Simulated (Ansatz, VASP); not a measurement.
## Ga: VASP beside Ansatz

INCAR

```
PREC = Accurate
ENCUT = 500
EDIFF = 1E-6
ISMEAR = -1
SIGMA = 0.05
LREAL = F
LASPH = T
NELM = 120
ALGO = Normal
ISIF = 2
LWAVE = F
LCHARG = F
GGA = RE
NBANDS = 20
GGA_COMPAT = F
```

KPOINTS

```
regular mesh
0
Gamma
  14 14 8
```

File POSCAR:

```
Ga
1.0
    3.0031658500      0.0000000000      0.0000000000
   -1.5015829250      2.6008179178      0.0000000000
    0.0000000000      0.0000000000      4.8651286769
Ga
2
Direct
    0.2333333333      0.6166666667      0.1750000000
    0.7666666667      0.3833333333      0.8250000000
```

Input for Ansatz:

```yaml
crystal:
  lattice:
    - [3.00316585, 0.0, 0.0]
    - [-1.501582925, 2.6008179178, 0.0]
    - [0.0, 0.0, 4.8651286769]
  atoms:
    - { symbol: Ga, position: [0.2333333333, 0.6166666667, 0.175] }
    - { symbol: Ga, position: [0.7666666667, 0.3833333333, 0.825] }
kpoints:
  mp_grid: { grid: [14, 14, 8] }
scf:
  occupations: { method: fermi_dirac, width: 0.05 }
hamiltonian:
  xc: revpbe
  pseudopotentials: { kind: all_electron, lapw: { basis_error: 0.001 } }
output:
  forces: true
  stress: true
  eigenvalues: true
  populations: true
```

Alike in both runs: task single point; functional revPBE; k mesh 14 × 14 × 8; occupations fermi-dirac, width 0.05 eV; no spin polarisation.

```csv
,VASP,Ansatz
version,VASP 6.6.1,Ansatz 0.2.0
potentials or method,"VASP PAW PBE potentials, release 64 (Ga_d), cutoff 500 eV","all-electron LAPW, scalar-relativistic"
```

```tsv
	VASP	Ansatz	Ansatz less VASP
gap on the k mesh at the Fermi level (eV)	none	none	-
pressure (GPa)	20.5	20.2	-0.23
traceless stress, the component that is largest in VASP (GPa)	16.34	16.14	-0.196
rms of the force components (eV/Å)	3.410	3.370	-0.0402
```

VASP's potentials were made for PBE, not for revPBE. Atom by atom the forces differ by 0.040 eV/Å (rms over components). A gap of «none» marks a metal or a gap that the smearing closes. Ansatz ran all-electron here, and VASP with PAW potentials.
